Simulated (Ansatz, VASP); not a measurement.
**Sn in VASP and in Ansatz**

```
CELL_PARAMETERS angstrom
3.20606 0.00000 0.00000
-1.60303 2.77653 0.00000
0.00000 0.00000 3.13386
ATOMIC_POSITIONS crystal
Sn 0.00000 0.00000 0.00000
```

Alike in both runs: task relaxation of cell and atoms; functional r2SCAN; k mesh 21 × 21 × 18; occupations gaussian, width 0.1 eV; no spin polarisation.

```csv
,VASP,Ansatz
version,VASP 6.6.1,Ansatz 0.2.0
potentials or method,"VASP PAW PBE potentials, release 64 (Sn_d), cutoff 600 eV","scalar-relativistic, plane waves, PAW"
valence electrons in the cell,14,14
```

```csv
,VASP,Ansatz,Ansatz less VASP
"gap on the k mesh at the Fermi level, each at its own relaxed structure (eV)",none,none,-
relaxed volume (Å³/atom),27.55,27.53,-0.021
relaxed length of the cell vector where the two differ most in proportion (Å),3.239,3.238,-0.0010
```

VASP's potentials were made for PBE, not for r2SCAN. A gap of «none» marks a metal or a gap that the smearing closes.
